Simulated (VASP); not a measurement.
# GaN (F-43m) in VASP: notebook

GaN is run at these levels: PBEsol+D3(BJ), revPBE+D3(BJ); tasks: single point.

Program: VASP 6.6.1. These are calculated values, not measurements. Logs are shortened: lines on timing, memory, paths and dates and some standing lists are left out, and cuts for length are marked.

**1. The cell of the first run**

The structure is cubic, space group F-43m (No. 216). Conventional cell: a = 4.477 Å, b = 4.477 Å, c = 4.477 Å, α = 90.00°, β = 90.00°, γ = 90.00°. Ga (site symmetry -43m) has 4 N at 1.94 Å within 2.6 Å. N (site symmetry -43m) has 4 Ga at 1.94 Å within 2.6 Å.

**2. Single point, PBEsol+D3(BJ)**

INCAR reads:

```
SYSTEM = GaN
  ALGO = Normal
  EDIFF = 1E-7
  ENCUT = 520
  GGA = PS
  ISIF = 2
  ISMEAR = -1
  IVDW = 12
  LASPH = .True.
  LCHARG = .False.
  LREAL = .False.
  LWAVE = .False.
  NBANDS = 16
  NELM = 60
  PREC = Accurate
  SIGMA = 0.05
```

KPOINTS reads:

```
k-points
0
Gamma
  10 10 10
  0 0 0
```

POSCAR reads:

```
GaN
1.0
    0.0000000000      2.2383759866      2.2383759866
    2.2383759866      0.0000000000      2.2383759866
    2.2383759866      2.2383759866      0.0000000000
Ga N
1 1
Direct
    0.0000000000      0.0000000000      0.0000000000
    0.2500000000      0.2500000000      0.2500000000
```

Potentials or basis: VASP PAW PBE potentials, release 64 (Ga_d, N).

Run with:

```bash
> cat potpaw_PBE.64/Ga_d/POTCAR potpaw_PBE.64/N/POTCAR > POTCAR
> mpirun -np 1 vasp_std > vasp.out
```

OUTCAR:

```text
SYSTEM = GaN
   EDIFF = 1E-7
   ENCUT = 520
   GGA = PS
   ISIF = 2
   ISMEAR = -1
   IVDW = 12
   LASPH = .True.
   LREAL = .False.
   NELM = 60
   PREC = Accurate
 IVDW          = 12

 ion  position               nearest neighbor table
   1  0.000  0.000  0.000-   2 1.94   2 1.94   2 1.94   2 1.94
   2  0.250  0.250  0.250-   1 1.94   1 1.94   1 1.94   1 1.94

  LATTYP: Found a face centered cubic cell.
 ALAT       =     4.4767519732

  Lattice vectors:

 A1 = (   0.0000000000,   2.2383759866,   2.2383759866)
 A2 = (   2.2383759866,   0.0000000000,   2.2383759866)
 A3 = (   2.2383759866,   2.2383759866,   0.0000000000)

Analysis of symmetry for initial positions (statically):
=====================================================================
 Subroutine PRICEL returns:
 Original cell was already a primitive cell.

 Routine SETGRP: Setting up the symmetry group for a
 face centered cubic supercell.

 Subroutine GETGRP returns: Found 24 space group operations
 (whereof 24 operations were pure point group operations)
 out of a pool of 48 trial point group operations.

The static configuration has the point symmetry T_d .

Analysis of symmetry for dynamics (positions and initial velocities):
=====================================================================
 Subroutine PRICEL returns:
 Original cell was already a primitive cell.

 Routine SETGRP: Setting up the symmetry group for a
 face centered cubic supercell.

 Subroutine GETGRP returns: Found 24 space group operations
 (whereof 24 operations were pure point group operations)
 out of a pool of 48 trial point group operations.

The dynamic configuration has the point symmetry T_d .

 Subroutine INISYM returns: Found 24 space group operations
 (whereof 24 operations are pure point group operations),
 and found     1 'primitive' translations

----------------------------------------------------------------------------------------

                                     Primitive cell

  volume of cell :      22.4300

  direct lattice vectors                    reciprocal lattice vectors
     0.000000000  2.238375987  2.238375987    -0.223376235  0.223376235  0.223376235
     2.238375987  0.000000000  2.238375987     0.223376235 -0.223376235  0.223376235
     2.238375987  2.238375987  0.000000000     0.223376235  0.223376235 -0.223376235

  length of vectors
     3.165541678  3.165541678  3.165541678     0.386898988  0.386898988  0.386898988

  position of ions in fractional coordinates (direct lattice)
     0.000000000  0.000000000  0.000000000
     0.250000000  0.250000000  0.250000000

  ion indices of the primitive-cell ions
   primitive index   ion index
                 1           1
                 2           2

----------------------------------------------------------------------------------------

 KPOINTS: k-points

Automatic generation of k-mesh.
 Grid dimensions read from file:
 generate k-points for:   10   10   10

 Generating k-lattice:

  Cartesian coordinates                     Fractional coordinates (reciprocal lattice)
    -0.022337623  0.022337623  0.022337623     0.100000000  0.000000000  0.000000000
     0.022337623 -0.022337623  0.022337623     0.000000000  0.100000000  0.000000000
     0.022337623  0.022337623 -0.022337623     0.000000000  0.000000000  0.100000000

  Length of vectors
     0.038689899  0.038689899  0.038689899

  Shift w.r.t. Gamma in fractional coordinates (k-lattice)
     0.000000000  0.000000000  0.000000000

 Subroutine IBZKPT returns following result:
 ===========================================

 Found     47 irreducible k-points:

 Following reciprocal coordinates:
            Coordinates               Weight
  0.000000  0.000000  0.000000      1.000000
  0.100000  0.000000  0.000000      8.000000
  0.200000  0.000000  0.000000      8.000000
  0.300000  0.000000  0.000000      8.000000
  0.400000  0.000000  0.000000      8.000000
  0.500000  0.000000  0.000000      4.000000
[... 16 lines left out ...]
  0.300000  0.300000  0.000000      6.000000
  0.400000  0.300000  0.000000     24.000000
 [... further k-points ...]
   k-points           NKPTS =     47   k-points in BZ     NKDIM =     47   number of bands    NBANDS=     16
   number of dos      NEDOS =    301   number of ions     NIONS =      2
   total plane-waves  NPLWV =  13824
   dimension x,y,z NGX =    24 NGY =   24 NGZ =   24
   dimension x,y,z NGXF=    48 NGYF=   48 NGZF=   48
   ions per type =               1   1
   NGX,Y,Z   is equivalent  to a cutoff of  12.60, 12.60, 12.60 a.u.
   NGXF,Y,Z  is equivalent  to a cutoff of  25.21, 25.21, 25.21 a.u.
 SYSTEM =  GaN
   PREC   = accura    normal or accurate (medium, high low for compatibility)
   ISTART =      0    job   : 0-new  1-cont  2-samecut
   ICHARG =      2    charge: 1-file 2-atom 10-const
   ISPIN  =      1    spin polarized calculation?
   LNONCOLLINEAR =      F non collinear calculations
   LSORBIT =      F    spin-orbit coupling
   LASPH  =      T    aspherical Exc in radial PAW
   ENCUT  =  520.0 eV  38.22 Ry    6.18 a.u.   5.89  5.89  5.89*2*pi/ulx,y,z
   NELM   =     60;   NELMIN=  2; NELMDL= -5     # of ELM steps
   EDIFF  = 0.1E-06   stopping-criterion for ELM
   LREAL  =      F    real-space projection
   EDIFFG = 0.1E-05   stopping-criterion for IOM
   NSW    =      0    number of steps for IOM
   IBRION =     -1    ionic relax: 0-MD 1-quasi-New 2-CG
   NFREE  =      0    steps in history (QN), initial steepest desc. (CG)
   ISIF   =      2    stress and relaxation
   ISYM   =      2    0-nonsym 1-usesym 2-fastsym
   POTIM  = 0.5000    time-step for ionic-motion
   TEBEG  =    0.0;   TEEND  =   0.0 temperature during run
   PSTRESS=    0.0 pullay stress
   NELECT =      18.0000    total number of electrons
   NUPDOWN=      -1.0000    fix difference up-down
   EMIN   =  10.00;   EMAX   =-10.00  energy-range for DOS
   EFERMI =   0.00;   METHOD = LEGACY
   ISMEAR =    -1;   SIGMA  =   0.05  broadening in eV -4-tet -1-fermi 0-gaus
   EFERMI_NEDOS =   21; number of points for ismear=-14 and -15
   IALGO  =     38    algorithm
   IMIX   =      4    mixing-type and parameters
     AMIX     =   0.40;   BMIX     =  1.00
     AMIX_MAG =   1.60;   BMIX_MAG =  1.00
  volume/ion in A,a.u.               =      11.21        75.68
  Fermi-wavevector in a.u.,A,eV,Ry     =   1.521327  2.874892 31.489820  2.314436
  Thomas-Fermi vector in A             =   2.630057
   LORBIT       =      0    0 simple, 1 ext, 2 COOP (PROOUT), +10 PAW based schemes
   GGA     = PS    functional components
   LHFCALC =     F    Hartree Fock is set to
   AEXX    =    0.0000 exact exchange contribution
   IVDW    =    12    specifies the selected vdW correction
   LEPSILON=     F    determine dielectric tensor
   LRPA    =     F    only Hartree local field effects (RPA)
 non-spin polarized calculation
  energy-cutoff  :      520.00
  volume of cell :       22.43
 maximum number of plane-waves:       620
   NGX = 11   NGY = 11   NGZ = 11

 number of electron      18.0000015 magnetization

 Free energy of the ion-electron system (eV)
  ---------------------------------------------------
  ext. energy  EPLUGINS =         0.00000000
  ---------------------------------------------------
  free energy    TOTEN  =       -13.12001726 eV

  energy without entropy =      -13.12001726  energy(sigma->0) =      -13.12001726

 E-fermi :   6.3156     XC(G=0): -12.0108

 val. band max:        5.3721737904   @ k =   0.0000   0.0000   0.0000
 cond. band min:       7.1843160174   @ k =   0.0000   0.0000   0.0000
 fundamental gap:      1.8121422270
 Fermi energy:         6.3155941645

 k-point     1 :       0.0000    0.0000    0.0000
  band No.  band energies     occupation
      1     -10.7363      2.00000
      2      -8.0510      2.00000
      3      -8.0510      2.00000
      4      -8.0510      2.00000
      5      -7.7047      2.00000
      6      -7.7047      2.00000
[... 8 lines left out ...]
     15      24.2172      0.00000
     16      24.2172      0.00000

 k-point     2 :       0.1000    0.0000    0.0000
  band No.  band energies     occupation
      1     -10.6187      2.00000
      2      -8.0363      2.00000
      3      -8.0363      2.00000
      4      -8.0149      2.00000
      5      -7.7061      2.00000
      6      -7.7061      2.00000
[... 8 lines left out ...]
     15      22.9287      0.00000
     16      22.9287      0.00000

 k-point     3 :       0.2000    0.0000    0.0000
  band No.  band energies     occupation
      1     -10.3188      2.00000
      2      -8.0023      2.00000
      3      -8.0023      2.00000
      4      -7.8600      2.00000
      5      -7.7050      2.00000
      6      -7.7050      2.00000
[... 8 lines left out ...]
     15      22.1581      0.00000
     16      22.1582      0.00000

 k-point     4 :       0.3000    0.0000    0.0000
  band No.  band energies     occupation
      1      -9.9905      2.00000
      2      -7.9721      2.00000
      3      -7.9721      2.00000
      4      -7.6906      2.00000
      5      -7.6906      2.00000
      6      -7.4684      2.00000
[... 8 lines left out ...]
     15      22.6693      0.00000
     16      22.6693      0.00000
[... 324 lines left out ...]
 k-point    22 :      -0.2000    0.2000    0.0000
  band No.  band energies     occupation
      1      -9.8896      2.00000
      2      -7.9554      2.00000
      3      -7.9388      2.00000
      4      -7.7292      2.00000
      5      -7.7247      2.00000
      6      -7.2842      2.00000
[... 8 lines left out ...]
     15      22.8093      0.00000
     16      26.0234      0.00000

 k-point    23 :       0.3000    0.3000    0.0000
  band No.  band energies     occupation
      1      -9.7927      2.00000
      2      -7.9011      2.00000
      3      -7.8467      2.00000
      4      -7.8467      2.00000
      5      -7.6507      2.00000
      6      -7.2776      2.00000
[... 8 lines left out ...]
     15      27.5258      0.00000
     16      28.0514      0.00000

 k-point    24 :       0.4000    0.3000    0.0000
  band No.  band energies     occupation
      1      -9.6572      2.00000
      2      -7.9184      2.00000
      3      -7.8101      2.00000
      4      -7.8090      2.00000
      5      -7.6398      2.00000
      6      -6.8144      2.00000
[... 8 lines left out ...]
     15      27.8968      0.00000
     16      27.9259      0.00000

 [... further k-points ...]

------------------------ aborting loop because EDIFF is reached ----------------------------------------

 Edisp (eV)   -0.44987

 E8    (eV) :    -0.2849

  FORCE on cell =-STRESS in cart. coord.  units (eV):
  Direction    XX          YY          ZZ          XY          YZ          ZX
  --------------------------------------------------------------------------------------
  -------------------------------------------------------------------------------------
  Total      -0.10138    -0.10138    -0.10138    -0.00000     0.00000     0.00000
  in kB      -7.24136    -7.24136    -7.24136    -0.00000     0.00000     0.00000
  external pressure =       -7.24 kB  Pullay stress =        0.00 kB

 VOLUME and BASIS-vectors are now :
 -----------------------------------------------------------------------------
  energy-cutoff  :      520.00
  volume of cell :       22.43
      direct lattice vectors                 reciprocal lattice vectors
     0.000000000  2.238375987  2.238375987    -0.223376235  0.223376235  0.223376235
     2.238375987  0.000000000  2.238375987     0.223376235 -0.223376235  0.223376235
     2.238375987  2.238375987  0.000000000     0.223376235  0.223376235 -0.223376235

 POSITION                                       TOTAL-FORCE (eV/Angst)
 -----------------------------------------------------------------------------------
      0.00000      0.00000      0.00000        -0.000000      0.000000      0.000000
      1.11919      1.11919      1.11919         0.000000     -0.000000     -0.000000
 -----------------------------------------------------------------------------------
    total drift:                                0.000001      0.000001      0.000001

  FREE ENERGIE OF THE ION-ELECTRON SYSTEM (eV)
  ---------------------------------------------------
  free  energy   TOTEN  =       -13.5698868236 eV

  energy  without entropy=      -13.5698868234  energy(sigma->0) =      -13.56988682
```

Wall time 27 s (1 thread of Intel Xeon 6975P-C, shared host); peak memory 0.15 GiB.

Results:

| Property | Result |
| --- | --- |
| Free energy | -13.5699 eV |
| Pressure | -0.7 GPa |
| Band gap on the k mesh | 1.81 eV, direct |
| Dispersion energy per atom | -0.225 eV |

Caveat: the PAW data sets were made with another functional, which shifts forces and pressure a little. Expect the measured gap to be larger: semilocal functionals such as PBEsol lack the derivative discontinuity.

**3. Single point, PBEsol+D3(BJ)**

This run uses another cell than the first one, of 11.44 Å³/atom, 1.020 times its volume.

INCAR reads:

```
SYSTEM = GaN
  PREC = Accurate
  ENCUT = 520
  EDIFF = 1E-6
  ISMEAR = -1
  SIGMA = 0.05
  LREAL = .FALSE.
  LASPH = .TRUE.
  NELM = 60
  ALGO = Normal
  ISIF = 2
  LWAVE = .FALSE.
  LCHARG = .FALSE.
  GGA = PS
  IVDW = 12
  NBANDS = 16
```

KPOINTS reads:

```
regular mesh
0
G
  10 10 10
  0 0 0
```

POSCAR reads:

```
GaN
1.0
    0.0000000000      2.2535006075      2.2535006075
    2.2535006075      0.0000000000      2.2535006075
    2.2535006075      2.2535006075      0.0000000000
Ga N
1 1
Direct
    0.0000000000      0.0000000000      0.0000000000
    0.2500000000      0.2500000000      0.2500000000
```

Potentials or basis: VASP PAW PBE potentials, release 64 (Ga_d, N).

Run with:

```bash
> cat potpaw_PBE.64/Ga_d/POTCAR potpaw_PBE.64/N/POTCAR > POTCAR
> mpirun -np 1 vasp_std > vasp.out
```

It took 34 s on 1 thread of Intel Xeon 6975P-C, shared host; peak memory 0.16 GiB.

Results (log left out):

```yaml
Free_energy: -13.5627 eV
Pressure: -4.4 GPa
Band_gap_on_the_k_mesh: 1.68 eV, direct
Dispersion_energy_per_atom: -0.220 eV
```

Levels at points of the mesh, in eV from the valence-band top:
```csv
k point,band 5,band 6,band 7,band 8,band 9,band 10,band 11,band 12,band 13,band 14
"(0.00, 0.00, 0.00)",-13.08,-13.08,0.00,0.00,0.00,1.68,10.20,10.20,10.20,17.38
"(0.50, 0.00, 0.00)",-13.03,-11.83,-7.11,-0.98,-0.98,4.56,8.63,10.26,10.26,15.44
"(0.50, 0.50, 0.00)",-13.00,-11.40,-6.18,-2.73,-2.73,3.22,6.56,11.57,13.88,13.88
```

Caveat: the PAW data sets were made with another functional, which shifts forces and pressure a little. Expect the measured gap to be larger: semilocal functionals such as PBEsol lack the derivative discontinuity.

**4. Single point, revPBE+D3(BJ)**

This run uses another cell than the first one, of 11.48 Å³/atom, 1.024 times its volume.

INCAR reads:

```
SYSTEM = GaN
PREC = Accurate
ENCUT = 520
EDIFF = 1E-6
ISMEAR = -1
SIGMA = 0.05
LREAL = .False.
LASPH = .True.
NELM = 80
ALGO = Normal
ISIF = 2
LWAVE = .False.
LCHARG = .False.
GGA = RE
IVDW = 12
NBANDS = 16
```

KPOINTS reads:

```
regular mesh
0
Gamma
  10 10 10
  0 0 0
```

POSCAR reads:

```
GaN
1.0
    0.0000000000      2.2561636267      2.2561636267
    2.2561636267      0.0000000000      2.2561636267
    2.2561636267      2.2561636267      0.0000000000
Ga N
1 1
Direct
    0.0000000000      0.0000000000      0.0000000000
    0.2500000000      0.2500000000      0.2500000000
```

Run with:

```bash
> cat potpaw_PBE.64/Ga_d/POTCAR potpaw_PBE.64/N/POTCAR > POTCAR
> mpirun -np 1 vasp_std > vasp.out
```

Wall time 28 s (1 thread of Intel Xeon 6975P-C, shared host); peak memory 0.16 GiB.

The run converged. Its results:

```yaml
Free_energy: -12.4202 eV
Pressure: -0.1 GPa
Band_gap_on_the_k_mesh: 1.74 eV, direct
Dispersion_energy_per_atom: -0.490 eV
```

Levels at points of the mesh, in eV from the valence-band top:
| k point | band 6 | band 7 | band 8 | band 9 | band 10 | band 11 | band 12 | band 13 |
| --- | --- | --- | --- | --- | --- | --- | --- | --- |
| (0.00, 0.00, 0.00) | -13.13 | 0.00 | 0.00 | 0.00 | 1.74 | 10.33 | 10.33 | 10.33 |
| (0.50, 0.00, 0.00) | -11.90 | -6.99 | -0.96 | -0.96 | 4.67 | 8.77 | 10.39 | 10.39 |
| (0.50, 0.50, 0.00) | -11.48 | -6.08 | -2.68 | -2.68 | 3.39 | 6.71 | 11.78 | 14.01 |

Caveat: the PAW data sets were made with another functional, which shifts forces and pressure a little. revPBE gaps usually lie below the measured ones, often by a third to a half.

**5. Summary**

| level | cell | gap on the mesh (eV) | pressure (GPa) |
| --- | --- | --- | --- |
| PBEsol+D3(BJ) | a = 3.166 Å, angles 60.0°, 2 atoms | 1.81 | -0.7 |
| PBEsol+D3(BJ) | a = 3.187 Å, angles 60.0°, 2 atoms | 1.68 | -4.4 |
| revPBE+D3(BJ) | a = 3.191 Å, angles 60.0°, 2 atoms | 1.74 | -0.1 |

Alike in all rows: task single point; potentials or basis VASP PAW PBE potentials, release 64 (Ga_d, N); no spin polarisation; k mesh 10 × 10 × 10; cutoff (eV) 520; smearing fermi-dirac 0.05 eV.

Caveats: the PAW data sets were made with another functional, which shifts forces and pressure a little.

Total energies depend on the potentials used, so only differences within one code and one set of settings carry meaning.
